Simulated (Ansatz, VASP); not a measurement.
**Two plane-wave programs on C**

File INCAR:

```
  PREC = Accurate
  ENCUT = 520
  EDIFF = 1E-6
  ISMEAR = -1
  SIGMA = 0.05
  LREAL = False
  LASPH = True
  NELM = 80
  ALGO = Normal
  ISIF = 2
  LWAVE = False
  LCHARG = False
  GGA = RE
  NBANDS = 11
```

The input KPOINTS:

```
Automatic mesh
0
Gamma
  13 13 13
```

POSCAR

```
C
1.0
    0.0000000000      1.7922190196      1.7922190196
    1.7922190196      0.0000000000      1.7922190196
    1.7922190196      1.7922190196      0.0000000000
C
2
Direct
    0.5000000000      0.5000000000      0.5000000000
    0.7500000000      0.7500000000      0.7500000000
```

Input for Ansatz:

```yaml
crystal:
  lattice:
    - [0.0, 1.7922190196, 1.7922190196]
    - [1.7922190196, 0.0, 1.7922190196]
    - [1.7922190196, 1.7922190196, 0.0]
  atoms:
    - { symbol: C, position: [0.5, 0.5, 0.5] }
    - { symbol: C, position: [0.75, 0.75, 0.75] }
hamiltonian:
  xc: revpbe
  pseudopotentials:
    kind: paw
    azcp:
      C: "pseudopotentials/C.paw.azcp"
basis:
  ecutwfc: 420
  fft_grid_basis: typed
kpoints:
  mp_grid: { grid: [13, 13, 13], shift: [0, 0, 0] }
magnetization:
  spin_polarized: false
scf:
  occupations: { method: fermi_dirac, width: 0.05 }
  lower_state_search: "off"
output:
  stress: true
```

Alike in both runs: task single point; functional revPBE; k mesh 13 × 13 × 13; occupations fermi-dirac, width 0.05 eV; no spin polarisation.

|  | VASP | Ansatz |
| --- | --- | --- |
| version | VASP 6.6.1 | Ansatz 0.2.0 |
| potentials or method | VASP PAW PBE potentials, release 64 (C), cutoff 520 eV | plane waves (420 eV) with PAW, scalar-relativistic |
| valence electrons in the cell | 8 | 8 |

|  | VASP | Ansatz | Ansatz less VASP |
| --- | --- | --- | --- |
| pressure (GPa) | 0.5 | 0.0 | -0.52 |

VASP's potentials were made for PBE, not for revPBE.
